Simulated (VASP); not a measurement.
Write the native input for VASP 6.6.1 that does the following.

```yaml
Task: single point
Functional: LDA
Potentials_or_basis: VASP PAW LDA potentials, release 64 (Al, Os)
Cutoff: 600 eV
k_mesh: 6 × 6 × 6
Occupations: fermi-dirac, width 0.1 eV
Spin: no spin polarisation
Dipole_correction: no
Further_INCAR_settings: ALGO = Normal; EDIFF = 1e-06; NBANDS = 12
```

The structure of AlOs lies in POSCAR:

```
AlOs
1.0
    2.9979119800      0.0000000000      0.0000000000
    0.0000000000      2.9979119800      0.0000000000
    0.0000000000      0.0000000000      2.9979119800
Al Os
1 1
Direct
    0.0000000000      0.0000000000      0.0000000000
    0.5000000000      0.5000000000      0.5000000000
```

One way to write it, as run:

INCAR

```
SYSTEM = AlOs
PREC = Accurate
ENCUT = 600
EDIFF = 1E-6
ISMEAR = -1
SIGMA = 0.1
LREAL = .FALSE.
LASPH = .TRUE.
NELM = 120
ALGO = Normal
ISIF = 2
LWAVE = .FALSE.
LCHARG = .TRUE.
LELF = .TRUE.
LVHAR = .TRUE.
NBANDS = 12
GGA_COMPAT = .FALSE.
```

KPOINTS

```
regular mesh
0
G
  6 6 6
  0 0 0
```

Potentials or basis: VASP PAW LDA potentials, release 64 (Al, Os).

Launch:

```console
$ cat potpaw_LDA.64/Al/POTCAR potpaw_LDA.64/Os/POTCAR > POTCAR
$ mpirun -np 1 vasp_std > vasp.out
```

It gave:

- Pressure: -5.6 GPa
- Band gap on the k mesh: zero (an odd number of electrons rules out a gap without spin polarisation)

Caveat: the cell stands under tension; spin-orbit coupling is left out, which moves the levels of the heavy elements.

Run time: 4.7 s on 1 thread of AMD EPYC 7R43 64-Core Processor (Zen 3), on a shared host, peak memory 0.1 GiB.
